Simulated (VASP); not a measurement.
# BN: phonons with PBE+D3(BJ)

The system is BN.

```
B N
1.0
     2.50400    0.00000    0.00000
    -1.25200    2.16853    0.00000
     0.00000    0.00000    6.66100
B N
2 2
Direct
  0.33333 0.66667 0.25000
  0.66667 0.33333 0.75000
  0.66667 0.33333 0.25000
  0.33333 0.66667 0.75000
```

```yaml
Program: VASP 6.6.1
Task: phonons
Functional: PBE
Dispersion: D3(BJ)
Potentials_or_basis: VASP PAW PBE potentials, release 64 (B, N)
Cutoff: 520 eV
k_mesh: 12 × 12 × 4
Occupations: gaussian, width 0.01 eV
Spin: no spin polarisation
Dipole_correction: no
Further_INCAR_settings: ALGO = Normal; EDIFF = 1e-08; IBRION = 6; POTIM = 0.015; NSW = 1
```

| Property | Result |
| --- | --- |
| Highest phonon frequency at Γ, LO-TO splitting left out | 1358 cm⁻¹ |
| Dispersion energy per atom | -0.141 eV |

Phonon frequencies in cm⁻¹ (negative: imaginary):
```csv
q point,frequencies
"(0.000, 0.000, 0.000)",0 0 0 44 44 114 745 796 1358 1358 1358 1358
```

Wall time 4.7 min on 1 thread of Intel(R) Xeon(R) Platinum 8259CL CPU @ 2.50GHz (Skylake/Cascade Lake), with other jobs on the host, peak memory 0.3 GiB.
